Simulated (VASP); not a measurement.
# Si (a cell with a defect) in VASP: a series of runs

Si (a cell with a defect) is run at these levels: PBE; tasks: single point.

Program: VASP 6.6.1. These are calculated values, not measurements. Logs are shortened: lines on timing, memory, paths and dates and some standing lists are left out, and cuts for length are marked.

### Step 1. The cell of the first run

The cell holds a defect, 63 atoms: a = 10.860 Å, b = 10.860 Å, c = 10.860 Å, α = 90.00°, β = 90.00°, γ = 90.00°.

### Step 2. Single point, PBE, collinear spin

File INCAR:

```
ALGO = Normal
EDIFF = 1E-6
ENCUT = 520
GGA = PE
ISIF = 2
ISMEAR = -1
ISPIN = 2
LASPH = T
LCHARG = T
LELF = T
LORBIT = 11
LREAL = Auto
LVHAR = T
LWAVE = F
MAGMOM = 0 0 0 0 0 0 0 0 0 0 0 0 0 0 0 0 0 0 0 0 0 0 0 0 0 0 0 0 0 0 0 0 0 0 0 0 0 0 0 0 0 0 0 0 0 0 0 0 0 0 0 1 0 0 0 0 0 0 0 0 0 0 0
NBANDS = 167
NELECT = 251.0
NELM = 150
PREC = Accurate
SIGMA = 0.05
```

File KPOINTS:

```
k-points
0
Gamma
  1 1 1
```

File POSCAR:

```
Si
1.0
   10.8600000000      0.0000000000      0.0000000000
    0.0000000000     10.8600000000      0.0000000000
    0.0000000000      0.0000000000     10.8600000000
Si
63
Direct
    0.4998576390      0.0002463405     -0.0005006787
    0.6247278282      0.1255136263      0.1247404803
    0.7505798832      0.2494994594      0.0004022994
    0.8768157728      0.3764206650      0.1266917853
    0.7505613856      0.0011793133      0.2487255524
    0.8768697834      0.1274433008      0.3756337908
   -0.0010529569      0.0011543985      0.0003583698
    0.1258134521      0.1273931333      0.1266589367
    0.2495035160      0.2505086254     -0.0006203434
    0.3726709376      0.3741563291      0.1266594349
    0.4989298678      0.5011547074      0.0004839068
    0.6247536141      0.6252268246      0.1247904536
    0.7496457106      0.7504266786     -0.0005289925
    0.8749050900      0.8753505907      0.1247061129
    0.2495089921      0.0002029022      0.2498490372
    0.3726395909      0.1274423620      0.3735552558
    0.4999105220      0.2505619719      0.2498842881
    0.6247478232      0.3753696051      0.3746214495
    0.7495951034      0.5000930050      0.2498597994
    0.8768118219      0.6233103623      0.3735153975
    0.4989465284      0.0012309194      0.5003938526
    0.6247874834      0.1255346249      0.6244508704
    0.7496670707      0.2506329232      0.4993229754
    0.8768594594      0.3743356656      0.6225125066
    0.7496308125      0.0001716960      0.7496667698
    0.8748794985      0.1254662717      0.8745272577
   -0.0000730503      0.5000637687     -0.0006177708
    0.1235521853      0.6232398014      0.1266418834
    0.2505749203      0.7494996010      0.0004972599
    0.3746236236      0.8753678795      0.1247681437
    0.0029712393      0.2535571247      0.2527408013
    0.2466907601      0.4972893229      0.2526200508
    0.3726760154      0.6232210989      0.3757445963
    0.4989028404      0.7495257105      0.2488089705
    0.6247702832      0.8753647503      0.3746355814
    0.0000288615      0.0002167868      0.4993314100
    0.1237200339      0.1275149598      0.6224077595
    0.2464281951      0.2537876491      0.4961734812
    0.3726064420      0.3764488678      0.6224769765
    0.4999526814      0.5001326521      0.4994290134
    0.6247557289      0.6252648121      0.6244986361
    0.7506078512      0.7495201068      0.5004105886
    0.8749351584      0.8753487783      0.6244270888
    0.2505457702      0.0012090945      0.7487037728
    0.3746352887      0.1254494259      0.8745324735
    0.4988689617      0.2495678262      0.7486943502
    0.6247240087      0.3753293565      0.8746102594
    0.7505435653      0.5011343027      0.7487405282
    0.8748531155      0.6251821328      0.8745366658
   -0.0000001678      0.7505191601      0.2498351460
    0.1247957675      0.8753350464      0.3745910251
    0.0029065580      0.4973891751      0.4965128707
    0.1259237135      0.6233661926      0.6225750630
    0.2496133463      0.7505793910      0.4993726576
    0.3746825324      0.8754071608      0.6244897540
    0.0000047775      0.2505780083      0.7496642918
    0.1247300079      0.3752986571      0.8745842933
    0.2495159152      0.5000997640      0.7498052762
    0.3745978583      0.6251858565      0.8746761207
    0.4998368502      0.7504361637      0.7497633660
    0.6247375727      0.8753461241      0.8746366824
   -0.0010498256      0.7494762741      0.7487243038
    0.1247607842      0.8753028151      0.8745696607
```

Potentials or basis: VASP PAW PBE potentials, release 64 (Si).

The run is started by

```
cat potpaw_PBE.64/Si/POTCAR > POTCAR
mpirun -np 1 vasp_gam > vasp.out
```

OUTCAR:

```text
EDIFF = 1E-6
   ENCUT = 520
   GGA = PE
   ISIF = 2
   ISMEAR = -1
   ISPIN = 2
   LASPH = T
   LORBIT = 11
   LREAL = Auto
   NELECT = 251.0
   NELM = 150
   PREC = Accurate

 ion  position               nearest neighbor table
   1  0.500  0.000  0.999-  61 2.35   2 2.35  30 2.35  45 2.35
   2  0.625  0.126  0.125-   5 2.35   3 2.35  17 2.35   1 2.35
   3  0.751  0.249  0.000-   2 2.35  26 2.35  47 2.37   4 2.38
   4  0.877  0.376  0.127-  19 2.35  27 2.35  31 2.35   3 2.38
   5  0.751  0.001  0.249-   2 2.35  14 2.35  35 2.37   6 2.38
   6  0.877  0.127  0.376-  23 2.35  36 2.35  31 2.35   5 2.38
[... 43 lines left out ...]
  50  1.000  0.751  0.250-  28 2.35  20 2.35  51 2.35  14 2.35
  51  0.125  0.875  0.375-  15 2.35  54 2.35  50 2.35  36 2.35
  52  0.003  0.497  0.497-  20 2.35  53 2.35  24 2.35
  53  0.126  0.623  0.623-  58 2.35  54 2.35  52 2.35  62 2.38
  54  0.250  0.751  0.499-  33 2.35  53 2.35  51 2.35  55 2.35
  55  0.375  0.875  0.624-  44 2.35  21 2.35  54 2.35  60 2.35
  56  0.000  0.251  0.750-  37 2.35  24 2.35  57 2.35  26 2.35
  57  0.125  0.375  0.875-   9 2.35  56 2.35  58 2.35  27 2.35
  58  0.250  0.500  0.750-  39 2.35  53 2.35  57 2.35  59 2.35
  59  0.375  0.625  0.875-  29 2.35  11 2.35  58 2.35  60 2.35
  60  0.500  0.750  0.750-  61 2.35  41 2.35  55 2.35  59 2.35
  61  0.625  0.875  0.875-   1 2.35  13 2.35  60 2.35  25 2.35
  62  0.999  0.749  0.749-  43 2.35  49 2.35  63 2.37  53 2.38
  63  0.125  0.875  0.875-   7 2.37  62 2.37  29 2.37  44 2.37

  LATTYP: Found a simple cubic cell.
 ALAT       =    10.8600000000

  Lattice vectors:

 A1 = (  10.8600000000,   0.0000000000,   0.0000000000)
 A2 = (   0.0000000000,  10.8600000000,   0.0000000000)
 A3 = (   0.0000000000,   0.0000000000,  10.8600000000)

Analysis of symmetry for initial positions (statically):
=====================================================================
 Subroutine PRICEL returns:
 Original cell was already a primitive cell.

 Routine SETGRP: Setting up the symmetry group for a
 simple cubic supercell.

 Subroutine GETGRP returns: Found  1 space group operations
 (whereof  1 operations were pure point group operations)
 out of a pool of 48 trial point group operations.

The static configuration has the point symmetry C_1 .

Analysis of symmetry for dynamics (positions and initial velocities):
=====================================================================
 Subroutine PRICEL returns:
 Original cell was already a primitive cell.

 Routine SETGRP: Setting up the symmetry group for a
 simple cubic supercell.

 Subroutine GETGRP returns: Found  1 space group operations
 (whereof  1 operations were pure point group operations)
 out of a pool of 48 trial point group operations.

The dynamic configuration has the point symmetry C_1 .

Analysis of structural, dynamic, and magnetic symmetry:
=====================================================================
 Subroutine PRICEL returns:
 Original cell was already a primitive cell.

 Routine SETGRP: Setting up the symmetry group for a
 simple cubic supercell.

 Subroutine GETGRP returns: Found  1 space group operations
 (whereof  1 operations were pure point group operations)
 out of a pool of 48 trial point group operations.

The overall configuration has the point symmetry C_1 .

 Subroutine INISYM returns: Found  1 space group operations
 (whereof  1 operations are pure point group operations),
 and found     1 'primitive' translations

----------------------------------------------------------------------------------------

                                     Primitive cell

  volume of cell :    1280.8241

  direct lattice vectors                    reciprocal lattice vectors
    10.860000000  0.000000000  0.000000000     0.092081031  0.000000000  0.000000000
[... 172 lines left out ...]
   NGX,Y,Z   is equivalent  to a cutoff of  12.86, 12.86, 12.86 a.u.
   NGXF,Y,Z  is equivalent  to a cutoff of  25.72, 25.72, 25.72 a.u.
 SYSTEM =  unknown system
[... 43 lines left out ...]
  ---------------------------------------------------
  free energy    TOTEN  =      -338.31169163 eV

  energy without entropy =     -338.17924396  energy(sigma->0) =     -338.24546779

 E-fermi :   6.2064     XC(G=0):  -9.3183

 val. band max:        5.4260396683   @ k =   0.0000   0.0000   0.0000
 cond. band min:       6.2574278177   @ k =   0.0000   0.0000   0.0000
 fundamental gap:      0.8313881494
 Fermi energy:         6.2064222244

 spin component 1

 k-point     1 :       0.0000    0.0000    0.0000
  band No.  band energies     occupation
      1      -6.2058      1.00000
      2      -5.1531      1.00000
      3      -5.1523      1.00000
      4      -5.1522      1.00000
      5      -5.1510      1.00000
      6      -5.1510      1.00000
[... 129 lines left out ...]
    136       6.8768      0.00000
    137       6.9127      0.00000
 Fermi energy:         6.2064222244

 spin component 2

 k-point     1 :       0.0000    0.0000    0.0000
  band No.  band energies     occupation
      1      -6.1995      1.00000
      2      -5.1467      1.00000
      3      -5.1461      1.00000
      4      -5.1458      1.00000
      5      -5.1453      1.00000
      6      -5.1453      1.00000
[... 129 lines left out ...]
    136       6.8825      0.00000
    137       6.9232      0.00000
 [bands above 137 left out]

------------------------ aborting loop because EDIFF is reached ----------------------------------------

  FORCE on cell =-STRESS in cart. coord.  units (eV):
  Direction    XX          YY          ZZ          XY          YZ          ZX
  --------------------------------------------------------------------------------------
  -------------------------------------------------------------------------------------
  Total        6.5835384      6.5784450      6.5669512     -0.0406560      0.0587558     -0.0142273
  in kB        8.2353201      8.2289487      8.2145712     -0.0508564      0.0734973     -0.0177969
  external PRESSURE =       8.2262800 kB  Pullay stress =       0.0000000 kB

 VOLUME and BASIS-vectors are now :
 -----------------------------------------------------------------------------
  energy-cutoff  :      520.00
  volume of cell :     1280.82
      direct lattice vectors                 reciprocal lattice vectors
    10.860000000  0.000000000  0.000000000     0.092081031  0.000000000  0.000000000
     0.000000000 10.860000000  0.000000000     0.000000000  0.092081031  0.000000000
     0.000000000  0.000000000 10.860000000     0.000000000  0.000000000  0.092081031

 POSITION                                       TOTAL-FORCE (eV/Angst)
 -----------------------------------------------------------------------------------
      5.42845      0.00268     10.85456        -0.003928      0.004953     -0.002288
      6.78454      1.36308      1.35468         0.004188     -0.002781     -0.000419
      8.15130      2.70956      0.00437         0.006106     -0.000470      0.003793
      9.52222      4.08793      1.37587        -0.003568      0.000901     -0.005420
      8.15110      0.01281      2.70116         0.006611      0.002532      0.004125
      9.52281      1.38403      4.07938        -0.003308     -0.004277      0.000327
[... 55 lines left out ...]
     10.84860      8.13931      8.13115        -0.002844      0.002173      0.002383
      1.35490      9.50579      9.49783         0.002959      0.000047      0.001849
 -----------------------------------------------------------------------------------
    total drift:                                0.024741     -0.023029      0.025833

  FREE ENERGIE OF THE ION-ELECTRON SYSTEM (eV)
  ---------------------------------------------------
  free  energy   TOTEN  =      -338.3116916255 eV

  energy  without entropy=     -338.1792439587  energy(sigma->0) =     -338.24546779

 total charge

# of ion       s       p       d       tot
------------------------------------------
    1        0.740   0.952   0.000   1.692
    2        0.738   0.957   0.000   1.695
    3        0.744   0.939   0.000   1.683
    4        0.741   0.944   0.000   1.685
    5        0.744   0.939   0.000   1.683
    6        0.741   0.944   0.000   1.685
[... 55 lines left out ...]
   62        0.744   0.939   0.000   1.683
   63        0.748   0.932   0.000   1.680
--------------------------------------------------
tot         46.835  59.429   0.000 106.265

 magnetization (x)

# of ion       s       p       d       tot
------------------------------------------
    1       -0.000   0.000   0.000   0.000
    2       -0.000   0.000   0.000   0.000
    3        0.000   0.002   0.000   0.003
    4        0.000   0.002   0.000   0.003
    5        0.000   0.002   0.000   0.003
    6        0.000   0.002   0.000   0.002
[... 55 lines left out ...]
   62        0.000   0.002   0.000   0.003
   63       -0.000   0.003   0.000   0.003
--------------------------------------------------
tot          0.044   0.180   0.000   0.225
```

Wall time 16 min (1 thread of AMD EPYC 7R43 (Zen 3), shared host); peak memory 1.5 GiB.

Results:

```
Free energy                                           : -338.3117 eV
Largest force                                         : 0.010 eV/Å
Net moment                                            : 0.60 μB per cell
Site moments                                          : Si +0.00, -0.00, +0.04 (each value once) μB
Valence electrons inside the program's atomic spheres : Si 1.69, 1.70, 1.68, 1.63 (each value once)
```

Forces in eV/Å, atoms in the order of the input:
```
Si  -0.004  0.005 -0.002
Si   0.004 -0.003  0.000
Si   0.006  0.000  0.004
Si  -0.004  0.001 -0.005
Si   0.007  0.003  0.004
Si  -0.003 -0.004  0.000
Si  -0.002  0.004  0.004
Si   0.002 -0.002 -0.003
Si   0.001  0.001 -0.001
Si   0.002  0.002 -0.003
Si  -0.002  0.000  0.003
Si   0.000 -0.003 -0.001
Si   0.002  0.001  0.002
Si  -0.001 -0.001  0.001
Si  -0.001  0.001 -0.004
Si   0.001  0.000 -0.002
Si   0.000  0.003 -0.003
Si   0.002 -0.003  0.002
Si  -0.006  0.005 -0.004
Si  -0.002  0.002 -0.005
Si  -0.001  0.003  0.005
Si  -0.002 -0.001 -0.001
Si  -0.005 -0.002  0.002
Si  -0.001 -0.003  0.000
Si  -0.001  0.009 -0.004
Si   0.002 -0.002  0.004
Si  -0.002  0.003 -0.004
Si   0.002  0.003 -0.002
Si   0.000 -0.001  0.000
Si   0.000 -0.005  0.001
Si   0.000 -0.002 -0.001
Si  -0.001 -0.003 -0.002
Si   0.005  0.006 -0.001
Si  -0.001 -0.004  0.003
Si   0.000 -0.002 -0.002
Si  -0.002  0.000 -0.003
Si   0.000 -0.003  0.002
Si   0.001 -0.008  0.004
Si   0.004  0.002  0.003
Si  -0.002  0.001 -0.004
Si   0.004 -0.002  0.001
Si   0.003 -0.001  0.003
Si   0.000 -0.003  0.002
Si   0.000  0.001 -0.001
Si  -0.001  0.001 -0.001
Si   0.001 -0.003  0.001
Si   0.000 -0.002  0.000
Si   0.003  0.001  0.001
Si   0.002 -0.001  0.002
Si  -0.005  0.006 -0.003
Si  -0.001 -0.001  0.003
Si  -0.001 -0.002  0.001
Si   0.004 -0.001  0.000
Si  -0.003  0.000  0.001
Si   0.000  0.001 -0.001
Si  -0.004  0.002  0.004
Si   0.001 -0.001  0.001
Si  -0.003  0.002 -0.002
Si   0.003 -0.002  0.002
Si  -0.004  0.005 -0.004
Si   0.003 -0.004  0.000
Si  -0.003  0.002  0.002
Si   0.003  0.000  0.002
```

Levels at points of the mesh, in eV from the Fermi level:
Spin up:
```tsv
k point	band 122	band 123	band 124	band 125	band 126	band 127	band 128	band 129
(0.00, 0.00, 0.00)	-1.68	-0.81	-0.81	-0.81	0.05	0.05	0.05	0.27
```
Spin down:
| k point | band 122 | band 123 | band 124 | band 125 | band 126 | band 127 | band 128 | band 129 |
| --- | --- | --- | --- | --- | --- | --- | --- | --- |
| (0.00, 0.00, 0.00) | -1.68 | -0.78 | -0.78 | -0.78 | 0.14 | 0.14 | 0.14 | 0.27 |

Caveat: the k points lie up to 0.58 Å⁻¹ apart; the cell carries a net charge on a neutralising background, which shifts energy and pressure; the cell is charged against a uniform background, so pressure and absolute levels hang on convention.

(Continued in part 2 of 2.)
